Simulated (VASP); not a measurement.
LuBeSi4:

```xyz
6
Lattice="3.6943 0.0000 0.0000 0.0000 3.6943 0.0000 0.0000 0.0000 7.2507" Properties=species:S:1:pos:R:3 pbc="T T T"
Lu    0.0000    0.0000    3.6253
Be    1.8472    1.8472    0.0000
Si    0.0000    1.8472    5.8306
Si    1.8472    0.0000    5.8306
Si    0.0000    1.8472    1.4200
Si    1.8472    0.0000    1.4200
```

The cell was generated, and may not be a known phase.

* Program: VASP 6.6.1
* Task: relaxation of cell and atoms
* Functional: PBE
* Potentials or basis: VASP PAW PBE potentials, release 64 (Lu, Be, Si)
* Cutoff: 600 eV
* k mesh: 6 × 6 × 4
* Occupations: gaussian, width 0.1 eV
* Spin: no spin polarisation

At the start: pressure -0.1 GPa; volume 16.49 Å³/atom.

**Question.** Where does the relaxation end?

**Answer.** Over 6 steps the energy falls by 4.3 meV/atom and the volume is 16.43 Å³/atom (-0.4 %); space group P4/mmm (No. 123, to 0.1 Å) before and after.

Step by step:
```
step  energy change (eV)  largest force (eV/Å)  pressure (GPa)  volume (Å³)
   1              0.0000                0.0686           -0.09        98.96
   2             -0.0157                0.0809           -0.20        98.82
   3             -0.0233                0.0837           -0.07        98.62
   4             -0.0233                0.0830            0.00        98.63
   5             -0.0247                0.0497           -0.06        98.62
   6             -0.0256                0.0014           -0.09        98.61
```

Final structure:
```
Lu Be Si
1.0
     3.64729    0.00000    0.00000
     0.00000    3.64729    0.00000
     0.00000    0.00000    7.41254
Lu Be Si
1 1 4
Direct
  0.00000 0.00000 0.50000
  0.50000 0.50000 0.00000
  0.00000 0.50000 0.80126
  0.50000 0.00000 0.80126
  0.00000 0.50000 0.19874
  0.50000 0.00000 0.19874
```

Caveat: an odd number of electrons without spin polarisation forces a metal; a magnetic or distorted state may lie lower.
